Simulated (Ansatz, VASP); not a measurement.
**Two plane-wave programs on Br**

```
Br
1.0
     4.11955    0.00000    0.00000
    -2.05977    3.56763    0.00000
     0.00000    0.00000    9.38775
Br
4
Direct
  0.33333 0.66667 0.37412
  0.66667 0.33333 0.87412
  0.66667 0.33333 0.62588
  0.33333 0.66667 0.12588
```

Alike in both runs: functional PBEsol; k mesh 6 × 6 × 4; occupations gaussian, width 0.1 eV; no spin polarisation.

Ansatz relaxed the structure, and its values are those at the end. VASP's run is a single point on that final structure, the one shown.

|  | VASP | Ansatz |
| --- | --- | --- |
| version | VASP 6.6.1 | Ansatz 0.2.0 |
| potentials or method | VASP PAW PBE potentials, release 64 (Br), cutoff 520 eV | scalar-relativistic, plane waves, PAW |
| valence electrons in the cell | 28 | 28 |

|  | VASP | Ansatz | Ansatz less VASP |
| --- | --- | --- | --- |
| gap on the k mesh at the Fermi level (eV) | 0.27 | 0.26 | 0.000 |
| least direct gap on the mesh (eV) | 0.31 | 0.30 | 0.000 |
| pressure (GPa) | 0.0 | 0.0 | -0.04 |
| rms of the force components (eV/Å) | 0.013 | 0.001 | -0.0123 |

VASP's potentials were made for PBE, not for PBEsol. The functional is the same, so the differences come from potentials, cutoffs and numerics.
